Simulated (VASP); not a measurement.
**Co: single point with PBEsol**

Co:

```
CELL_PARAMETERS angstrom
2.46259 0.00000 0.00000
-1.23130 2.13267 0.00000
0.00000 0.00000 3.92990
ATOMIC_POSITIONS crystal
Co 0.33333 0.66667 0.25000
Co 0.66667 0.33333 0.75000
```

This cell differs from its parent crystal: uniaxial strain along c: -1.0 %.

```
Program                : VASP 6.6.1
Task                   : single point
Functional             : PBEsol
Potentials or basis    : VASP PAW PBE potentials, release 64 (Co)
Cutoff                 : 520 eV
k mesh                 : 24 × 24 × 14
Occupations            : gaussian, width 0.1 eV
Spin                   : collinear spin, ferromagnetic start
Starting moments       : [1.8, 1.8] μB
Dipole correction      : no
Further INCAR settings : ALGO = Normal; EDIFF = 1e-06; NBANDS = 20
```

The pressure is 0.3 GPa and the net moment is 3.12 μB per cell. The site moments are Co +1.57 μB and the valence electrons inside the program's atomic spheres are Co 8.38.

Stress tensor (GPa, compression positive):
```
-1.05  0.00  0.00
 0.00 -1.05  0.00
 0.00  0.00  2.93
```

Levels at points of the mesh, in eV from the Fermi level:
Spin up:
```csv
k point,band 6,band 7,band 8,band 9,band 10,band 11,band 12,band 13,band 14,band 15
"(0.00, 0.00, 0.00)",-2.27,-2.27,-1.94,-1.94,-0.69,-0.69,0.01,7.01,22.19,25.13
"(0.50, 0.00, 0.00)",-2.50,-2.14,-0.60,-0.42,-0.42,1.43,3.53,10.16,10.86,13.29
"(0.00, 0.00, 0.50)",-2.71,-2.71,-2.71,-1.02,-1.02,-1.02,-1.02,15.93,15.93,22.96
"(0.50, 0.00, 0.50)",-1.77,-0.99,-0.99,-0.49,-0.49,1.65,1.65,7.69,7.69,18.83
```
Spin down:
```csv
k point,band 4,band 5,band 6,band 7,band 8,band 9,band 10,band 11
"(0.00, 0.00, 0.00)",-1.05,-0.99,-0.64,-0.64,-0.26,-0.26,0.04,1.11
"(0.50, 0.00, 0.00)",-1.98,-1.28,-1.07,-0.62,1.22,1.41,1.42,2.69
"(0.00, 0.00, 0.50)",-1.59,-1.14,-1.14,-1.14,-1.14,0.75,0.75,0.75
"(0.50, 0.00, 0.50)",-2.52,-0.12,-0.12,0.26,0.26,1.33,1.33,2.34
```

Run time: 2.4 min on 1 thread of Intel(R) Xeon(R) 6975P-C (Granite Rapids) (shared host), peak memory 0.36 GiB.

Caveat: the cell differs from its parent crystal (uniaxial strain along c: -1.0 %); the PAW data sets were made with another functional, which shifts forces and pressure a little.
